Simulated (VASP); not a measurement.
# MoS2 (P6_3/mmc) in VASP: further runs, part 2 of 2

VASP 6.6.1.

## 4. Single point, r2SCAN+D3(BJ) (16.82 Å³/atom)

This run uses another cell than the first one, of 16.82 Å³/atom.

The input, POSCAR:

```
MoS2
1.0
    3.1382381201      0.0000000000      0.0000000000
   -1.5691190601      2.7177939351      0.0000000000
    0.0000000000      0.0000000000     11.8319045522
Mo S
2 4
Direct
    0.3333333333      0.6666666667      0.2500000000
    0.6666666667      0.3333333333      0.7500000000
    0.3333333333      0.6666666667      0.6185291871
    0.6666666667      0.3333333333      0.1185291871
    0.3333333333      0.6666666667      0.8814708129
    0.6666666667      0.3333333333      0.3814708129
```

The input, INCAR.step1:

```
  PREC = Accurate
  ENCUT = 520
  ISMEAR = 0
  SIGMA = 0.02
  LREAL = False
  LASPH = True
  NELM = 60
  NBANDS = 35
  GGA = PE
  ALGO = Normal
  EDIFF = 1E-4
  LWAVE = True
  LCHARG = False
```

The input, INCAR.step2:

```
  PREC = Accurate
  ENCUT = 520
  EDIFF = 1E-6
  ISMEAR = 0
  SIGMA = 0.02
  LREAL = False
  LASPH = True
  NELM = 60
  ALGO = Normal
  ISIF = 2
  LWAVE = False
  LCHARG = False
  METAGGA = R2SCAN
  LMIXTAU = True
  IVDW = 12
  VDW_S6 = 1.0
  VDW_S8 = 0.78981345
  VDW_A1 = 0.49484001
  VDW_A2 = 5.73083694
  NBANDS = 35
  ISTART = 1
```

The input, KPOINTS:

```
regular mesh
0
Gamma
  12 12 4
```

Command:

```
$ cat potpaw_PBE.64/Mo_sv/POTCAR potpaw_PBE.64/S/POTCAR > POTCAR
$ cp INCAR.step1 INCAR
$ mpirun -np 1 vasp_std > vasp.out
$ cp INCAR.step2 INCAR
$ mpirun -np 1 vasp_std > vasp.out
```

It took 14 min on 1 thread of Intel Xeon 8259CL, shared host; peak memory 0.34 GiB.

Results (log left out):

```yaml
Free_energy: -91.1815 eV
Pressure: 3.9 GPa
Band_gap_on_the_k_mesh: 0.78 eV (least direct gap 1.82 eV)
Dispersion_energy_per_atom: -0.214 eV
```

Forces in eV/Å, atoms in the order of the input:
```
Mo   0.000  0.000  0.000
Mo   0.000  0.000  0.000
S    0.000  0.000 -0.003
S    0.000  0.000 -0.003
S    0.000  0.000  0.003
S    0.000  0.000  0.003
```

Stress tensor (GPa, compression positive):
```
3.89 0.00 0.00
0.00 3.89 0.00
0.00 0.00 3.79
```

Levels at points of the mesh, in eV from the valence-band top:
```csv
k point,band 23,band 24,band 25,band 26,band 27,band 28,band 29,band 30
"(0.00, 0.00, 0.00)",-2.45,-1.44,-1.14,0.00,2.13,2.13,2.18,2.18
"(0.50, 0.00, 0.00)",-2.11,-1.77,-1.71,-1.50,1.63,1.70,2.02,2.37
"(0.00, 0.00, 0.50)",-2.49,-2.49,-0.28,-0.28,2.13,2.13,2.13,2.13
"(0.50, 0.00, 0.50)",-1.94,-1.94,-1.59,-1.59,1.66,1.66,2.21,2.21
```

Caveat: the cell stands under pressure; the PAW data sets were made with another functional, which shifts forces and pressure a little. A k mesh can miss the band edges.

## 5. Single point, r2SCAN+D3(BJ) (17.36 Å³/atom)

This run uses another cell than the first one, of 17.36 Å³/atom.

The input, POSCAR:

```
MoS2
1.0
    3.1555418996      0.0000000000      0.0000000000
   -1.5777709498      2.7327794478      0.0000000000
    0.0000000000      0.0000000000     12.0759810499
Mo S
2 4
Direct
    0.3333333333      0.6666666667      0.2500000000
    0.6666666667      0.3333333333      0.7500000000
    0.3333333333      0.6666666667      0.6212857670
    0.6666666667      0.3333333333      0.1212857670
    0.3333333333      0.6666666667      0.8787142330
    0.6666666667      0.3333333333      0.3787142330
```

The input, INCAR.step1:

```
ALGO = Normal
EDIFF = 1E-4
ENCUT = 520
GGA = PE
ISMEAR = 0
LASPH = T
LCHARG = F
LREAL = F
LWAVE = T
NBANDS = 35
NELM = 100
PREC = Accurate
SIGMA = 0.02
```

The input, INCAR.step2:

```
ALGO = Normal
EDIFF = 1E-6
ENCUT = 520
ISIF = 2
ISMEAR = 0
ISTART = 1
IVDW = 12
LASPH = T
LCHARG = F
LMIXTAU = T
LREAL = F
LWAVE = F
METAGGA = R2SCAN
NBANDS = 35
NELM = 100
PREC = Accurate
SIGMA = 0.02
VDW_A1 = 0.49484001
VDW_A2 = 5.73083694
VDW_S6 = 1.0
VDW_S8 = 0.78981345
```

The input, KPOINTS:

```
k-points
0
Gamma
  12 12 4
```

Command:

```
$ cat potpaw_PBE.64/Mo_sv/POTCAR potpaw_PBE.64/S/POTCAR > POTCAR
$ cp INCAR.step1 INCAR
$ mpirun -np 1 vasp_std > vasp.out
$ cp INCAR.step2 INCAR
$ mpirun -np 1 vasp_std > vasp.out
```

Wall time 12 min (1 thread of Intel Xeon 8259CL, shared host); peak memory 0.35 GiB.

Results (log left out):

```yaml
Free_energy: -91.2358 eV
Pressure: 1.7 GPa
Largest_force: 0.008 eV/Å
Band_gap_on_the_k_mesh: 0.90 eV (least direct gap 1.78 eV)
Dispersion_energy_per_atom: -0.207 eV
```

Forces on the atoms (eV/Å):
```
Mo   0.000  0.000  0.000
Mo   0.000  0.000  0.000
S    0.000  0.000 -0.008
S    0.000  0.000 -0.008
S    0.000  0.000  0.008
S    0.000  0.000  0.008
```

Levels at points of the mesh, in eV from the valence-band top:
```tsv
k point	band 23	band 24	band 25	band 26	band 27	band 28	band 29	band 30
(0.00, 0.00, 0.00)	-2.40	-1.29	-1.24	0.00	2.18	2.18	2.21	2.21
(0.50, 0.00, 0.00)	-2.01	-1.76	-1.59	-1.42	1.65	1.71	2.06	2.36
(0.00, 0.00, 0.50)	-2.43	-2.43	-0.29	-0.29	2.18	2.18	2.18	2.18
(0.50, 0.00, 0.50)	-1.89	-1.89	-1.49	-1.49	1.67	1.67	2.22	2.22
```

Caveat: the PAW data sets were made with another functional, which shifts forces and pressure a little.

## 6. Single point, r2SCAN+D3(BJ)

This run uses another cell than the first one, of 17.89 Å³/atom.

The input, POSCAR:

```
MoS2
1.0
    3.1688232975      0.0000000000      0.0000000000
   -1.5844116487      2.7442814757      0.0000000000
    0.0000000000      0.0000000000     12.3453255281
Mo S
2 4
Direct
    0.3333333333      0.6666666667      0.2500000000
    0.6666666667      0.3333333333      0.7500000000
    0.3333333333      0.6666666667      0.6241369075
    0.6666666667      0.3333333333      0.1241369075
    0.3333333333      0.6666666667      0.8758630925
    0.6666666667      0.3333333333      0.3758630925
```

The input, INCAR.step1:

```
PREC = Accurate
ENCUT = 520
ISMEAR = 0
SIGMA = 0.02
LREAL = False
LASPH = True
NELM = 80
NBANDS = 35
GGA = PE
ALGO = Normal
EDIFF = 1E-4
LWAVE = True
LCHARG = False
```

The input, INCAR.step2:

```
PREC = Accurate
ENCUT = 520
EDIFF = 1E-6
ISMEAR = 0
SIGMA = 0.02
LREAL = False
LASPH = True
NELM = 80
ALGO = Normal
ISIF = 2
LWAVE = False
LCHARG = True
METAGGA = R2SCAN
LMIXTAU = True
IVDW = 12
LELF = True
LVHAR = True
VDW_S6 = 1.0
VDW_S8 = 0.78981345
VDW_A1 = 0.49484001
VDW_A2 = 5.73083694
NBANDS = 35
ISTART = 1
```

The input, KPOINTS:

```
regular mesh
0
Gamma
  12 12 4
```

Potentials or basis: VASP PAW PBE potentials, release 64 (Mo_sv, S).

Command:

```
$ cat potpaw_PBE.64/Mo_sv/POTCAR potpaw_PBE.64/S/POTCAR > POTCAR
$ cp INCAR.step1 INCAR
$ mpirun -np 1 vasp_std > vasp.out
$ cp INCAR.step2 INCAR
$ mpirun -np 1 vasp_std > vasp.out
```

Wall time 12 min (1 thread of Intel Xeon 8259CL, shared host); peak memory 0.35 GiB.

The run converged. Its results:

```yaml
Free_energy: -91.2517 eV
Pressure: 0.1 GPa
Largest_force: 0.004 eV/Å
Band_gap_on_the_k_mesh: 1.02 eV (least direct gap 1.76 eV)
Dispersion_energy_per_atom: -0.200 eV
```

Forces in eV/Å, atoms in the order of the input:
```
Mo   0.000  0.000  0.000
Mo   0.000  0.000  0.000
S    0.000  0.000 -0.004
S    0.000  0.000 -0.004
S    0.000  0.000  0.004
S    0.000  0.000  0.004
```

Stress tensor (GPa, compression positive):
```
0.09 0.00 0.00
0.00 0.09 0.00
0.00 0.00 0.00
```

Levels at points of the mesh, in eV from the valence-band top:
| k point | band 22 | band 23 | band 24 | band 25 | band 26 | band 27 | band 28 | band 29 | band 30 | band 31 |
| --- | --- | --- | --- | --- | --- | --- | --- | --- | --- | --- |
| (0.00, 0.00, 0.00) | -2.34 | -2.34 | -1.34 | -1.15 | 0.00 | 2.23 | 2.23 | 2.26 | 2.26 | 2.41 |
| (0.50, 0.00, 0.00) | -2.65 | -1.92 | -1.73 | -1.47 | -1.35 | 1.68 | 1.73 | 2.11 | 2.36 | 3.16 |
| (0.00, 0.00, 0.50) | -2.36 | -2.36 | -2.36 | -0.29 | -0.29 | 2.24 | 2.24 | 2.24 | 2.24 | 2.50 |
| (0.50, 0.00, 0.50) | -2.79 | -1.83 | -1.83 | -1.40 | -1.40 | 1.71 | 1.71 | 2.24 | 2.24 | 3.51 |

Caveat: the PAW data sets were made with another functional, which shifts forces and pressure a little.

## 7. Overview

```csv
cell,gap on the mesh (eV),pressure (GPa)
"a = 3.093, b = 3.093, c = 11.404 Å, angles 90.0, 90.0, 120.0°, 6 atoms, atomic positions A",0.52,10.6
"a = 3.117, b = 3.117, c = 11.609 Å, angles 90.0, 90.0, 120.0°, 6 atoms, atomic positions B",0.65,6.8
"a = 3.138, b = 3.138, c = 11.832 Å, angles 90.0, 90.0, 120.0°, 6 atoms, atomic positions C",0.78,3.9
"a = 3.156, b = 3.156, c = 12.076 Å, angles 90.0, 90.0, 120.0°, 6 atoms, atomic positions D",0.90,1.7
"a = 3.169, b = 3.169, c = 12.345 Å, angles 90.0, 90.0, 120.0°, 6 atoms, atomic positions E",1.02,0.1
```

Alike in all rows: task single point; level r2SCAN+D3(BJ); potentials or basis VASP PAW PBE potentials, release 64 (Mo_sv, S); no spin polarisation; k mesh 12 × 12 × 4; cutoff (eV) 520; smearing gaussian 0.02 eV.

Caveats: the PAW data sets were made with another functional, which shifts forces and pressure a little; the cell stands under pressure (at least some runs).

Total energies depend on the potentials used, so only differences within one code and one set of settings carry meaning.

## 8. Comparison with measurements

Step 6. A measured gap of MoS2 is 1.3 eV (indirect; 300 K; “Multiwavelength excitation Raman Scattering Analysis of bulk and 2 dimensional MoS2: Vibrational properties of atomically thin MoS2 layers”, 2015, arxiv:1506.03228); the calculated 1.02 eV misses it by -0.28 eV. Spin-orbit coupling on Mo is left out. The value is that of r2SCAN+D3(BJ) on a finite k mesh, which can miss the band edges, without temperature or zero-point motion.
